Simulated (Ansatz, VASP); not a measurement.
# Two plane-wave programs on CdF2

```
Cd F
1.0
     0.00000    2.68258    2.68258
     2.75582    0.00000    2.68258
     2.75582    2.68258    0.00000
Cd F
1 2
Direct
  0.00000 0.00000 0.00000
  0.25000 0.25000 0.25000
  0.75000 0.75000 0.75000
```

Change from the starting cell: uniaxial_x strain +2.7%.

Alike in both runs: task single point; functional PBE; k mesh 8 × 8 × 8; occupations fermi-dirac, width 0.02 eV; no spin polarisation.

```csv
,VASP,Ansatz
version,VASP 6.6.1,Ansatz 0.2.0
potentials or method,"VASP PAW PBE potentials, release 64 (Cd_sv_GW, F)","plane waves, PAW"
plane-wave cutoff (eV),700,420
valence electrons in the cell,34,34
```

|  | VASP | Ansatz | Ansatz less VASP |
| --- | --- | --- | --- |
| gap on the k mesh at the Fermi level (eV) | 3.01 | 3.02 | +0.011 |
| pressure (GPa) | 3.4 | 3.8 | +0.43 |
| traceless stress, the component that is largest in VASP (GPa) | -1.93 | -1.94 | -0.004 |
